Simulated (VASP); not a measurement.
# B3C (P1) in VASP: relaxation of cell and atoms with PBE

Aim: the relaxation of cell and atoms of B3C with PBE.

Everything below comes from runs of VASP 6.6.1. Logs are shortened: lines on timing, memory, paths and dates and some standing lists are left out, and cuts for length are marked.

### 1 The cell of the first run

The typed cell holds 8 atoms: a = 2.854 Å, b = 2.911 Å, c = 5.963 Å, α = 91.43°, β = 89.21°, γ = 90.76°.

### 2 Relaxation of cell and atoms, PBE

INCAR

```
SYSTEM = B3C
PREC = Accurate
ENCUT = 600
EDIFF = 1E-6
ISMEAR = 0
SIGMA = 0.2
LREAL = .False.
LASPH = .True.
NELM = 60
ALGO = Normal
ISIF = 3
LWAVE = .False.
LCHARG = .False.
GGA = PE
IBRION = 2
NSW = 80
EDIFFG = -0.025
```

KPOINTS

```
regular mesh
0
Gamma
  8 8 4
  0 0 0
```

POSCAR

```
B3C
1.0
   -2.8539437316     -0.0200376197      0.0188746812
    0.0188746812      0.0367902081     -2.9109199618
   -0.0400752395     -5.9627337429      0.0735804162
B C
6 2
Direct
    0.9126297409      0.4799541141      0.7324922344
    0.9995698981      0.4613175751      0.2662008214
    0.5030876964      0.5430417079      1.0349749047
    0.4570694603      0.4414250587      0.5158616448
    0.4788718183      0.0035828784      0.7248441294
    0.5495247664      0.0752647888      0.2566042744
    1.0573547440      0.1009311530      0.4816428916
    0.0418918755     -0.1055172760     -0.0126209008
```

Potentials or basis: VASP PAW PBE potentials, release 64 (B, C).

On the command line:

```
cat potpaw_PBE.64/B/POTCAR potpaw_PBE.64/C/POTCAR > POTCAR
mpirun -np 1 vasp_std > vasp.out
```

OUTCAR:

```text
SYSTEM = B3C
   PREC = Accurate
   ENCUT = 600
   EDIFF = 1E-6
   ISMEAR = 0
   LREAL = .False.
   LASPH = .True.
   NELM = 60
   ISIF = 3
   GGA = PE
   IBRION = 2
   NSW = 80
   EDIFFG = -0.025

 ion  position               nearest neighbor table
   1  0.913  0.480  0.732-   4 1.85   5 1.85   7 1.88   8 1.95   5 1.98   4 2.01   3 2.14   5 2.14

   2  1.000  0.461  0.266-   7 1.69   6 1.70   6 1.94   3 1.99   4 2.00   3 2.01   8 2.11   4 2.13

   3  0.503  0.543  0.035-   8 1.71   8 1.86   6 1.93   2 1.99   2 2.01   6 2.02   1 2.14
   4  0.457  0.441  0.516-   7 1.51   5 1.81   1 1.85   6 1.87   7 2.00   2 2.00   1 2.01   5 2.03
                             2 2.13
   5  0.479  0.004  0.725-   4 1.81   1 1.85   7 1.93   1 1.98   8 2.02   4 2.03   1 2.14
   6  0.550  0.075  0.257-   2 1.70   4 1.87   3 1.93   7 1.93   2 1.94   7 1.99   3 2.02
   7  0.057  0.101  0.482-   4 1.51   2 1.69   1 1.88   5 1.93   6 1.93   6 1.99   4 2.00
   8  0.042  0.894  0.987-   3 1.71   3 1.86   1 1.95   5 2.02   2 2.11

  LATTYP: Found a triclinic cell.
 ALAT       =     6.3733810900
 B/A-ratio  =     0.4478119925
 C/A-ratio  =     1.2912293822
 COS(alpha) =     0.0006874249
 COS(beta)  =     0.3155080367
 COS(gamma) =     0.8896016405

  Lattice vectors:

 A1 = (   5.6890127820,   0.0032850313,   2.8731705994)
 A2 = (   2.8539437316,   0.0200376197,  -0.0188746812)
 A3 = (   0.0023258771,   5.8891533267,   5.7482595074)

Analysis of symmetry for initial positions (statically):
=====================================================================
 Subroutine PRICEL returns:
 Original cell was already a primitive cell.

 Routine SETGRP: Setting up the symmetry group for a
 triclinic supercell.

 Subroutine GETGRP returns: Found  1 space group operations
 (whereof  1 operations were pure point group operations)
 out of a pool of  2 trial point group operations.

The static configuration has the point symmetry C_1 .

Analysis of symmetry for dynamics (positions and initial velocities):
=====================================================================
 Subroutine PRICEL returns:
 Original cell was already a primitive cell.

 Routine SETGRP: Setting up the symmetry group for a
 triclinic supercell.

 Subroutine GETGRP returns: Found  1 space group operations
 (whereof  1 operations were pure point group operations)
 out of a pool of  2 trial point group operations.

The dynamic configuration has the point symmetry C_1 .

 Subroutine INISYM returns: Found  1 space group operations
 (whereof  1 operations are pure point group operations),
 and found     1 'primitive' translations

----------------------------------------------------------------------------------------

                                     Primitive cell

  volume of cell :      49.5239

  direct lattice vectors                    reciprocal lattice vectors
    -2.853943732 -0.020037620  0.018874681    -0.350423506  0.002327503 -0.002242763
     0.018874681  0.036790208 -2.910919962    -0.002242763 -0.004224991 -0.343601948
    -0.040075239 -5.962733743  0.073580416     0.001163752 -0.167742200 -0.002112495

  length of vectors
     2.854076485  2.911213630  5.963322379     0.350438413  0.343635242  0.167759538

  position of ions in fractional coordinates (direct lattice)
     0.912629741  0.479954114  0.732492234
     0.999569898  0.461317575  0.266200821
     0.503087696  0.543041708  0.034974905
     0.457069460  0.441425059  0.515861645
     0.478871818  0.003582878  0.724844129
     0.549524766  0.075264789  0.256604274
     0.057354744  0.100931153  0.481642892
     0.041891875  0.894482724  0.987379099

  ion indices of the primitive-cell ions
   primitive index   ion index
                 1           1
                 2           2
                 3           3
                 4           4
                 5           5
                 6           6
                 7           7
                 8           8

----------------------------------------------------------------------------------------

 KPOINTS: regular mesh

Automatic generation of k-mesh.
 Grid dimensions read from file:
 generate k-points for:    8    8    4

 Generating k-lattice:

  Cartesian coordinates                     Fractional coordinates (reciprocal lattice)
    -0.043802938  0.000290938 -0.000280345     0.125000000  0.000000000  0.000000000
    -0.000280345 -0.000528124 -0.042950244     0.000000000  0.125000000  0.000000000
     0.000290938 -0.041935550 -0.000528124    -0.000000000  0.000000000  0.250000000

  Length of vectors
     0.043804802  0.042954405  0.041939885

  Shift w.r.t. Gamma in fractional coordinates (k-lattice)
     0.000000000  0.000000000  0.000000000

 Subroutine IBZKPT returns following result:
 ===========================================

 Found    132 irreducible k-points:

 Following reciprocal coordinates:
            Coordinates               Weight
  0.000000  0.000000  0.000000      1.000000
  0.125000  0.000000 -0.000000      2.000000
  0.250000  0.000000 -0.000000      2.000000
  0.375000  0.000000 -0.000000      2.000000
  0.500000  0.000000 -0.000000      1.000000
  0.000000  0.125000  0.000000      2.000000
[... 16 lines left out ...]
  0.125000  0.375000  0.000000      2.000000
  0.250000  0.375000  0.000000      2.000000
 [... further k-points ...]
   k-points           NKPTS =    132   k-points in BZ     NKDIM =    132   number of bands    NBANDS=     18
   number of dos      NEDOS =    301   number of ions     NIONS =      8
   total plane-waves  NPLWV =  27648
   dimension x,y,z NGX =    24 NGY =   24 NGZ =   48
   dimension x,y,z NGXF=    48 NGYF=   48 NGZF=   96
   ions per type =               6   2
   NGX,Y,Z   is equivalent  to a cutoff of  13.98, 13.71, 13.38 a.u.
   NGXF,Y,Z  is equivalent  to a cutoff of  27.96, 27.41, 26.76 a.u.
 SYSTEM =  B3C
   PREC   = accura    normal or accurate (medium, high low for compatibility)
   ISTART =      0    job   : 0-new  1-cont  2-samecut
   ICHARG =      2    charge: 1-file 2-atom 10-const
   ISPIN  =      1    spin polarized calculation?
   LNONCOLLINEAR =      F non collinear calculations
   LSORBIT =      F    spin-orbit coupling
   LASPH  =      T    aspherical Exc in radial PAW
   ENCUT  =  600.0 eV  44.10 Ry    6.64 a.u.   5.70  5.81 11.91*2*pi/ulx,y,z
   NELM   =     60;   NELMIN=  2; NELMDL= -5     # of ELM steps
   EDIFF  = 0.1E-05   stopping-criterion for ELM
   LREAL  =      F    real-space projection
   EDIFFG = -.3E-01   stopping-criterion for IOM
   NSW    =     80    number of steps for IOM
   IBRION =      2    ionic relax: 0-MD 1-quasi-New 2-CG
   NFREE  =      1    steps in history (QN), initial steepest desc. (CG)
   ISIF   =      3    stress and relaxation
   ISYM   =      2    0-nonsym 1-usesym 2-fastsym
   POTIM  = 0.5000    time-step for ionic-motion
   TEBEG  =    0.0;   TEEND  =   0.0 temperature during run
   PSTRESS=    0.0 pullay stress
   NELECT =      26.0000    total number of electrons
   NUPDOWN=      -1.0000    fix difference up-down
   EMIN   =  10.00;   EMAX   =-10.00  energy-range for DOS
   EFERMI =   0.00;   METHOD = LEGACY
   ISMEAR =     0;   SIGMA  =   0.20  broadening in eV -4-tet -1-fermi 0-gaus
   EFERMI_NEDOS =   21; number of points for ismear=-14 and -15
   IALGO  =     38    algorithm
   IMIX   =      4    mixing-type and parameters
     AMIX     =   0.40;   BMIX     =  1.00
     AMIX_MAG =   1.60;   BMIX_MAG =  1.00
  volume/ion in A,a.u.               =       6.19        41.78
  Fermi-wavevector in a.u.,A,eV,Ry     =   1.320670  2.495705 23.730870  1.744170
  Thomas-Fermi vector in A             =   2.450480
   LORBIT       =      0    0 simple, 1 ext, 2 COOP (PROOUT), +10 PAW based schemes
   GGA     = PE    functional components
   LHFCALC =     F    Hartree Fock is set to
   AEXX    =    0.0000 exact exchange contribution
   IVDW    =     0    specifies the selected vdW correction
   LEPSILON=     F    determine dielectric tensor
   LRPA    =     F    only Hartree local field effects (RPA)
 conjugate gradient relaxation of ions
 non-spin polarized calculation
 Gauss-broadening in eV      SIGMA  =   0.20
  energy-cutoff  :      600.00
  volume of cell :       49.52
 maximum number of plane-waves:      1674
   NGX = 11   NGY = 11   NGZ = 23

--------------------------------------- Ionic step        1  -------------------------------------------

 number of electron      26.0000000 magnetization

 Free energy of the ion-electron system (eV)
  ---------------------------------------------------
  ext. energy  EPLUGINS =         0.00000000
  ---------------------------------------------------
  free energy    TOTEN  =       -43.46345384 eV

  energy without entropy =      -43.42058650  energy(sigma->0) =      -43.44202017

------------------------ aborting loop because EDIFF is reached ----------------------------------------

  FORCE on cell =-STRESS in cart. coord.  units (eV):
  Direction    XX          YY          ZZ          XY          YZ          ZX
  --------------------------------------------------------------------------------------
  -------------------------------------------------------------------------------------
  Total        1.0762431     -0.5593588      7.2472612      2.0896843     -0.7006113     -0.4725511
  in kB       34.8181946    -18.0961579    234.4605543     67.6046471    -22.6659017    -15.2877894
  external PRESSURE =      83.7275303 kB  Pullay stress =       0.0000000 kB
[... 107 lines left out ...]
  FREE ENERGIE OF THE ION-ELECTRON SYSTEM (eV)
  ---------------------------------------------------
  free  energy   TOTEN  =       -46.7588243062 eV

  energy  without entropy=      -46.7157937863  energy(sigma->0) =      -46.73730905

[... ionic steps 4 to 57 ...]

--------------------------------------- Ionic step       58  -------------------------------------------

 number of electron      26.0000001 magnetization

------------------------ aborting loop because EDIFF is reached ----------------------------------------
[... 79 lines left out ...]
--------------------------------------- Ionic step       60  -------------------------------------------

 number of electron      26.0000001 magnetization

 Free energy of the ion-electron system (eV)
  ---------------------------------------------------
  ext. energy  EPLUGINS =         0.00000000
  ---------------------------------------------------
  free energy    TOTEN  =       -53.59901814 eV

  energy without entropy =      -53.57439342  energy(sigma->0) =      -53.58670578

 E-fermi :   4.8024     XC(G=0): -11.0589

 val. band max:        4.8015416291   @ k =   0.1250  -0.2500   0.2500
 cond. band min:       4.8171202441   @ k =   0.1250   0.3750   0.0000
 fundamental gap:      0.0155786150
 Fermi energy:         4.8024495342

 k-point     1 :       0.0000    0.0000    0.0000
  band No.  band energies     occupation
      1     -11.4038      2.00000
      2      -8.8462      2.00000
      3      -7.1581      2.00000
      4      -3.1869      2.00000
      5      -1.3976      2.00000
      6      -0.1647      2.00000
[... 481 lines left out ...]
      5      -3.3445      2.00000
      6      -2.6879      2.00000
[... 10 lines left out ...]
     17      10.0878      0.00000
     18      10.7588      0.00000

 [... further k-points ...]

------------------------ aborting loop because EDIFF is reached ----------------------------------------

  FORCE on cell =-STRESS in cart. coord.  units (eV):
  Direction    XX          YY          ZZ          XY          YZ          ZX
  --------------------------------------------------------------------------------------
  -------------------------------------------------------------------------------------
  Total        0.0112268     -0.0051961     -0.0212169     -0.0215163      0.0071768      0.0279488
  in kB        0.2770952     -0.1282475     -0.5236666     -0.5310586      0.1771340      0.6898209
  external PRESSURE =      -0.1249396 kB  Pullay stress =       0.0000000 kB
[... 23 lines left out ...]
  FREE ENERGIE OF THE ION-ELECTRON SYSTEM (eV)
  ---------------------------------------------------
  free  energy   TOTEN  =       -53.5990181434 eV

  energy  without entropy=      -53.5743934155  energy(sigma->0) =      -53.58670578

 reached required accuracy - stopping structural energy minimisation
```

It took 23 min on 1 thread of Intel Xeon 6975P-C (Granite Rapids), shared host; peak memory 0.27 GiB.

Results:

```yaml
Free_energy: -53.5990 eV
Relaxed_volume: 8.11 Å³/atom
Relaxed_cell: a = 3.444 Å, b = 3.331 Å, c = 5.943 Å, α = 88.86°, β = 86.66°, γ = 107.32°
Space_group_after_relaxing_to_0.1_Å: P1 (No. 1)
Energy_gained_by_relaxing: 1266.9 meV/atom
Ionic_steps: 60
Pressure_after_relaxing: 0.0 GPa
Largest_force_after_relaxing: 0.024 eV/Å
Band_gap_on_the_k_mesh: zero (bands 13 and 14 overlap by 1.37 eV)
```

Forces in eV/Å, atoms in the order of the input:
```
B    0.017 -0.017  0.001
B   -0.010  0.006  0.006
B    0.001  0.002 -0.024
B    0.009 -0.004  0.011
B    0.010  0.004 -0.004
B   -0.015 -0.003  0.006
C   -0.003  0.003  0.000
C   -0.009  0.009  0.004
```

The path:
| step | energy change (eV) | largest force (eV/Å) | pressure (GPa) | volume (Å³) |
| --- | --- | --- | --- | --- |
| 1 | 0.0000 | 4.1662 | 8.37 | 49.52 |
| 3 | -3.2954 | 3.7552 | -5.92 | 53.89 |
| 5 | -5.0548 | 3.7629 | 8.65 | 54.07 |
| 7 | -5.8430 | 3.6773 | 8.08 | 56.35 |
| 9 | -6.6105 | 2.7869 | -2.60 | 60.02 |
| 11 | -7.4405 | 2.9612 | -3.92 | 61.75 |
| 13 | -8.0008 | 1.8268 | 1.16 | 61.50 |
| 15 | -8.4505 | 1.9563 | 2.72 | 61.69 |
| 17 | -8.8869 | 1.9895 | 0.56 | 62.81 |
| 19 | -9.2224 | 1.7233 | -1.51 | 63.80 |
| 21 | -9.4233 | 1.8015 | -0.17 | 63.67 |
| 23 | -9.7230 | 1.8285 | 2.54 | 63.28 |
| 25 | -9.8709 | 0.8674 | -0.66 | 63.98 |
| 27 | -9.9753 | 1.0643 | -0.16 | 64.00 |
| 29 | -10.0312 | 0.4117 | 0.40 | 63.96 |
| 31 | -10.0581 | 0.4341 | 0.61 | 64.15 |
| 33 | -10.0832 | 0.4103 | -0.20 | 64.62 |
| 35 | -10.0968 | 0.3730 | 0.13 | 64.81 |
| 37 | -10.1143 | 0.2503 | -0.45 | 65.12 |
| 39 | -10.1194 | 0.2637 | 0.10 | 65.04 |
| 41 | -10.1246 | 0.1599 | 0.36 | 65.01 |
| 43 | -10.1283 | 0.1230 | -0.34 | 65.17 |
| 45 | -10.1303 | 0.0986 | 0.00 | 65.10 |
| 47 | -10.1317 | 0.1497 | 0.03 | 65.05 |
| 49 | -10.1333 | 0.0854 | -0.03 | 65.01 |
| 51 | -10.1342 | 0.0836 | -0.04 | 64.97 |
| 53 | -10.1347 | 0.0717 | -0.04 | 64.92 |
| 55 | -10.1350 | 0.0591 | 0.00 | 64.89 |
| 57 | -10.1353 | 0.0490 | 0.07 | 64.86 |
| 59 | -10.1354 | 0.0305 | 0.10 | 64.87 |
| 60 | -10.1356 | 0.0244 | -0.01 | 64.91 |

Final structure:
```
CELL_PARAMETERS angstrom
-3.40959 -0.09451 0.47493
0.54528 -0.04855 -3.28525
-0.19368 -5.93948 -0.06395
ATOMIC_POSITIONS crystal
B 0.69674 0.39782 0.87565
B 0.06015 0.32571 0.27283
B 0.40172 0.66766 0.06348
B 0.42718 0.52089 0.64097
B 0.39312 0.01659 0.67582
B 0.56653 0.19510 0.18083
C 0.30612 0.22782 0.44711
C 0.14843 0.64841 0.84330
```

Levels at points of the mesh, in eV from the Fermi level:
```csv
k point,band 9,band 10,band 11,band 12,band 13,band 14,band 15,band 16,band 17,band 18
"(0.00, 0.00, 0.00)",-3.01,-2.57,-2.45,-2.26,-0.97,-0.63,0.37,2.93,5.33,6.07
"(0.50, 0.00, 0.00)",-3.68,-2.98,-2.62,-1.33,-0.12,1.75,3.23,3.39,4.99,6.10
"(0.00, 0.50, 0.00)",-4.02,-3.14,-2.02,-1.45,-0.32,0.30,2.46,3.22,4.74,5.87
"(0.50, 0.50, 0.00)",-4.53,-3.58,-3.06,-2.14,-0.64,0.37,2.84,3.54,4.93,6.14
"(0.00, 0.00, 0.50)",-3.30,-2.75,-2.57,-1.55,-0.59,-0.03,0.42,2.93,5.34,6.15
"(0.50, 0.00, 0.50)",-3.79,-3.03,-2.55,-1.20,-1.04,1.69,3.51,4.25,5.08,6.80
"(0.00, 0.50, 0.50)",-4.15,-3.69,-3.00,-2.20,-0.41,0.55,2.02,4.55,5.32,6.39
"(0.50, 0.50, 0.50)",-5.21,-4.18,-3.26,-2.60,-0.91,0.66,2.41,3.56,6.09,7.25
```

Caveat: the volume moved by over 15 % at a fixed basis, so the end points are rough.
